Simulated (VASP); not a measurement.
Ti16S, 17 atoms in the cell. The cell holds a slab with vacuum, 17 atoms: a = 5.876 Å, b = 5.876 Å, c = 22.404 Å, α = 90.00°, β = 90.00°, γ = 120.00°. 

* Program: VASP 6.6.1
* Task: single point
* Functional: PBE
* Potentials or basis: VASP PAW PBE potentials, release 64 (Ti_sv, S)
* Cutoff: 520 eV
* k mesh: 6 × 6 × 1
* Occupations: gaussian, width 0.1 eV
* Spin: no spin polarisation
* Dipole correction: yes
* Further INCAR settings: LREAL = Auto; ALGO = Normal; EDIFF = 1e-06; NBANDS = 113

Potentials or basis: VASP PAW PBE potentials, release 64 (Ti_sv, S).

The run is started by

```sh
$ cat potpaw_PBE.64/Ti_sv/POTCAR potpaw_PBE.64/S/POTCAR > POTCAR
$ mpirun -np 1 vasp_std > vasp.out
```

Hardware: 1 thread of Intel(R) Xeon(R) 6975P-C (Granite Rapids), with other jobs on the host.

Question: Estimate the wall time of this run.

Answer: Wall time 31 min on 1 thread of Intel(R) Xeon(R) 6975P-C (Granite Rapids) (shared host), peak memory 0.9 GiB. Counts: scf iterations 45, k points 7.
